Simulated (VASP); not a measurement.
**Hf: single point with PBE**

Crystal: Hf.

```xyz
2
Lattice="0.0000 2.5081 2.5081 2.5081 0.0000 2.5081 2.5081 2.5081 0.0000" Properties=species:S:1:pos:R:3 pbc="T T T"
Hf   -0.6270   -0.6270   -0.6270
Hf    0.6270    0.6270    0.6270
```

This cell differs from its parent crystal: volume scaled by 0.45.

- Program: VASP 6.6.1
- Task: single point
- Functional: PBE
- Potentials or basis: VASP PAW PBE potentials, release 64 (Hf_pv)
- Cutoff: 520 eV
- k mesh: 12 × 12 × 12
- Occupations: fermi-dirac, width 0.1 eV
- Spin: no spin polarisation

```json
{
  "Pressure": "115.3 GPa",
  "Band gap on the k mesh": "zero (band 10 reaches 7.75 eV, above the bottom of band 11 at 6.34 eV)"
}
```

Levels at points of the mesh, in eV from the Fermi level:
| k point | band 6 | band 7 | band 8 | band 9 | band 10 | band 11 | band 12 | band 13 | band 14 | band 15 |
| --- | --- | --- | --- | --- | --- | --- | --- | --- | --- | --- |
| (0.00, 0.00, 0.00) | -29.21 | -7.17 | -3.06 | -3.06 | 0.21 | 0.21 | 0.21 | 4.61 | 4.61 | 4.61 |
| (0.50, 0.00, 0.00) | -28.54 | -3.48 | -2.71 | -2.64 | -2.64 | -0.84 | -0.84 | 2.80 | 7.23 | 7.23 |
| (0.50, 0.50, 0.00) | -27.80 | -4.91 | -4.91 | -0.77 | -0.77 | 2.24 | 2.24 | 2.52 | 2.52 | 8.41 |

It took 51 s on 1 thread of AMD EPYC 7R13, with other jobs on the host, peak memory 0.15 GiB.

Caveat: spin-orbit coupling is left out, which moves the levels of the heavy elements.
